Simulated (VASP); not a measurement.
# AsPt (Pmma) in VASP: single point with PBE

Aim: the single point of AsPt with PBE.

Everything below comes from runs of VASP 6.6.1. Logs are shortened: lines on timing, memory, paths and dates and some standing lists are left out, and cuts for length are marked.

## 1. The cell of the first run

Symmetry: Pmma, No. 51, orthorhombic system. Conventional cell: a = 4.637 Å, b = 3.095 Å, c = 4.643 Å, α = 90.00°, β = 90.00°, γ = 90.00°. As (site symmetry mm2) has 8 Pt at 2.75 to 2.83 Å and 6 As at 3.09 to 3.31 Å within 3.6 Å. Within 3.6 Å of Pt (site symmetry mm2) lie 8 As at 2.75 to 2.83 Å and 6 Pt at 3.09 to 3.38 Å.

## 2. Single point, PBE

Contents of INCAR:

```
SYSTEM = AsPt
PREC     = Accurate       ! precision mode
ENCUT    = 520            ! plane-wave cutoff, eV
EDIFF    = 1E-6           ! SCF threshold, eV
ISMEAR   = 0              ! smearing method
SIGMA    = 0.1            ! smearing width, eV
LREAL    = .FALSE.        ! projectors in reciprocal space
LASPH    = .TRUE.         ! aspherical terms in the spheres
NELM     = 60             ! most SCF steps
ALGO     = Normal         ! electronic algorithm
ISIF     = 2              ! what is computed and relaxed
LWAVE    = .FALSE.        ! write WAVECAR
LCHARG   = .TRUE.         ! write CHGCAR
GGA      = PE             ! functional
LELF     = .TRUE.         ! ELF
LVHAR    = .TRUE.       
NBANDS   = 23             ! bands
```

Contents of KPOINTS:

```
Automatic mesh
0
G
  4 6 4
  0 0 0
```

Contents of POSCAR:

```
AsPt
1.0
    4.6368938166      0.0000000000      0.0000000000
    0.0000000000      3.0946840829      0.0000000000
    0.0000000000      0.0000000000      4.6431403835
As Pt
2 2
Direct
    0.7500000000      0.0000000000      0.7458159107
    0.2500000000      0.0000000000      0.2541840893
    0.7500000000      0.5000000000      0.2355268847
    0.2500000000      0.5000000000      0.7644731153
```

Potentials or basis: VASP PAW PBE potentials, release 64 (As, Pt).

Launch:

```
$ cat potpaw_PBE.64/As/POTCAR potpaw_PBE.64/Pt/POTCAR > POTCAR
$ mpirun -np 1 vasp_std > vasp.out
```

OUTCAR:

```text
SYSTEM = AsPt
   PREC = Accurate
   ENCUT = 520
   EDIFF = 1E-6
   ISMEAR = 0
   LREAL = .FALSE.
   LASPH = .TRUE.
   NELM = 60
   ISIF = 2
   GGA = PE

 ion  position               nearest neighbor table
   1  0.750  0.000  0.746-   3 2.75   3 2.75   4 2.79   4 2.79   4 2.79   4 2.79   3 2.83   3 2.83

   2  0.250  0.000  0.254-   4 2.75   4 2.75   3 2.79   3 2.79   3 2.79   3 2.79   4 2.83   4 2.83

   3  0.750  0.500  0.236-   1 2.75   1 2.75   2 2.79   2 2.79   2 2.79   2 2.79   1 2.83   1 2.83
                             4 3.19   4 3.19   4 3.38   4 3.38
   4  0.250  0.500  0.764-   2 2.75   2 2.75   1 2.79   1 2.79   1 2.79   1 2.79   2 2.83   2 2.83
                             3 3.19   3 3.19   3 3.38   3 3.38

  LATTYP: Found a simple orthorhombic cell.
 ALAT       =     3.0946840829
 B/A-ratio  =     1.4983415730
 C/A-ratio  =     1.5003600559

  Lattice vectors:

 A1 = (   0.0000000000,  -3.0946840829,   0.0000000000)
 A2 = (   4.6368938166,   0.0000000000,   0.0000000000)
 A3 = (   0.0000000000,   0.0000000000,   4.6431403835)

Analysis of symmetry for initial positions (statically):
=====================================================================
 Subroutine PRICEL returns:
 Original cell was already a primitive cell.

 Routine SETGRP: Setting up the symmetry group for a
 simple orthorhombic supercell.

 Subroutine GETGRP returns: Found  8 space group operations
 (whereof  4 operations were pure point group operations)
 out of a pool of  8 trial point group operations.

The static configuration has the point symmetry C_2h.
 The point group associated with its full space group is D_2h.

Analysis of symmetry for dynamics (positions and initial velocities):
=====================================================================
 Subroutine PRICEL returns:
 Original cell was already a primitive cell.

 Routine SETGRP: Setting up the symmetry group for a
 simple orthorhombic supercell.

 Subroutine GETGRP returns: Found  8 space group operations
 (whereof  4 operations were pure point group operations)
 out of a pool of  8 trial point group operations.

The dynamic configuration has the point symmetry C_2h.
 The point group associated with its full space group is D_2h.

 Subroutine INISYM returns: Found  8 space group operations
 (whereof  4 operations are pure point group operations),
 and found     1 'primitive' translations

----------------------------------------------------------------------------------------

[... 92 lines left out ...]
   LSORBIT =      F    spin-orbit coupling
   LASPH  =      T    aspherical Exc in radial PAW
   ENCUT  =  520.0 eV  38.22 Ry    6.18 a.u.   8.62  5.75  8.63*2*pi/ulx,y,z
   NELM   =     60;   NELMIN=  2; NELMDL= -5     # of ELM steps
   EDIFF  = 0.1E-05   stopping-criterion for ELM
   LREAL  =      F    real-space projection
   EDIFFG = 0.1E-04   stopping-criterion for IOM
   NSW    =      0    number of steps for IOM
   IBRION =     -1    ionic relax: 0-MD 1-quasi-New 2-CG
   NFREE  =      0    steps in history (QN), initial steepest desc. (CG)
   ISIF   =      2    stress and relaxation
   ISYM   =      2    0-nonsym 1-usesym 2-fastsym
   POTIM  = 0.5000    time-step for ionic-motion
   TEBEG  =    0.0;   TEEND  =   0.0 temperature during run
   PSTRESS=    0.0 pullay stress
   NELECT =      30.0000    total number of electrons
   NUPDOWN=      -1.0000    fix difference up-down
   EMIN   =  10.00;   EMAX   =-10.00  energy-range for DOS
   EFERMI =   0.00;   METHOD = LEGACY
   ISMEAR =     0;   SIGMA  =   0.10  broadening in eV -4-tet -1-fermi 0-gaus
   EFERMI_NEDOS =   21; number of points for ismear=-14 and -15
   IALGO  =     38    algorithm
   IMIX   =      4    mixing-type and parameters
     AMIX     =   0.40;   BMIX     =  1.00
     AMIX_MAG =   1.60;   BMIX_MAG =  1.00
  volume/ion in A,a.u.               =      16.66       112.41
  Fermi-wavevector in a.u.,A,eV,Ry     =   1.254768  2.371168 21.421599  1.574443
  Thomas-Fermi vector in A             =   2.388557
   LORBIT       =      0    0 simple, 1 ext, 2 COOP (PROOUT), +10 PAW based schemes
   GGA     = PE    functional components
   LHFCALC =     F    Hartree Fock is set to
   AEXX    =    0.0000 exact exchange contribution
   IVDW    =     0    specifies the selected vdW correction
   LEPSILON=     F    determine dielectric tensor
   LRPA    =     F    only Hartree local field effects (RPA)
 non-spin polarized calculation
 Gauss-broadening in eV      SIGMA  =   0.10
  energy-cutoff  :      520.00
  volume of cell :       66.63
 maximum number of plane-waves:      1835
 NGX is ok and might be reduce to    36
   NGX = 17   NGY = 11   NGZ = 17

 number of electron      29.9999994 magnetization

 Free energy of the ion-electron system (eV)
  ---------------------------------------------------
  ext. energy  EPLUGINS =         0.00000000
  ---------------------------------------------------
  free energy    TOTEN  =       -21.66709670 eV

  energy without entropy =      -21.66339724  energy(sigma->0) =      -21.66524697

 E-fermi :   9.1133     XC(G=0): -12.1175

 val. band max:        9.0604496486   @ k =   0.0000   0.3333   0.0000
 cond. band min:       9.2517558166   @ k =   0.0000   0.1667   0.5000
 fundamental gap:      0.1913061680
 Fermi energy:         9.1133488401

 k-point     1 :       0.0000    0.0000    0.0000
  band No.  band energies     occupation
      1      -5.2143      2.00000
      2      -2.5282      2.00000
      3       3.9243      2.00000
      4       3.9717      2.00000
      5       4.1639      2.00000
      6       4.3668      2.00000
[... 613 lines left out ...]
     22      17.4513      0.00000
     23      17.6197      0.00000

 [... further k-points ...]
[... 5 lines left out ...]
  --------------------------------------------------------------------------------------
  -------------------------------------------------------------------------------------
  Total       -0.0129555     -0.0253655     -0.0155942      0.0000000      0.0000000      0.0000000
  in kB       -0.3115376     -0.6099556     -0.3749879      0.0000000      0.0000000      0.0000000
  external PRESSURE =      -0.4321604 kB  Pullay stress =       0.0000000 kB

 VOLUME and BASIS-vectors are now :
 -----------------------------------------------------------------------------
  energy-cutoff  :      520.00
  volume of cell :       66.63
      direct lattice vectors                 reciprocal lattice vectors
     4.636893817  0.000000000  0.000000000     0.215661613  0.000000000  0.000000000
     0.000000000  3.094684083  0.000000000     0.000000000  0.323134761  0.000000000
     0.000000000  0.000000000  4.643140383     0.000000000  0.000000000  0.215371477

 POSITION                                       TOTAL-FORCE (eV/Angst)
 -----------------------------------------------------------------------------------
      3.47767      0.00000      3.46293        -0.000000      0.000000     -0.015385
      1.15922      0.00000      1.18021        -0.000000     -0.000000      0.015385
      3.47767      1.54734      1.09358        -0.000000      0.000000      0.004658
      1.15922      1.54734      3.54956         0.000000      0.000000     -0.004658
 -----------------------------------------------------------------------------------
    total drift:                                0.000000      0.000000      0.000000

  FREE ENERGIE OF THE ION-ELECTRON SYSTEM (eV)
  ---------------------------------------------------
  free  energy   TOTEN  =       -21.6670967008 eV

  energy  without entropy=      -21.6633972394  energy(sigma->0) =      -21.66524697
```

stdout:

```text
POSCAR found type information on POSCAR AsPt
 POSCAR found :  2 types and       4 ions
 scaLAPACK will be used
 LDA part: xc-table for (Slater+PW92), standard interpolation
 POSCAR, INCAR and KPOINTS ok, starting setup
 FFT: planning ... GRIDC
 FFT: planning ... GRID_SOFT
 FFT: planning ... GRID
 WAVECAR not read
 entering main loop
```

Wall time 31 s (1 thread of Intel Xeon 6975P-C, shared host); peak memory 0.21 GiB.

Results:

```
Free energy            : -21.6671 eV
Pressure               : 0.0 GPa
Largest force          : 0.015 eV/Å
Band gap on the k mesh : zero (band 15 reaches 12.98 eV, above the bottom of band 16 at 7.88 eV)
```

Forces in eV/Å, atoms in the order of the input:
```
As   0.000  0.000 -0.015
As   0.000  0.000  0.015
Pt   0.000  0.000  0.005
Pt   0.000  0.000 -0.005
```

Caveat: spin-orbit coupling is left out, which moves the levels of the heavy elements.
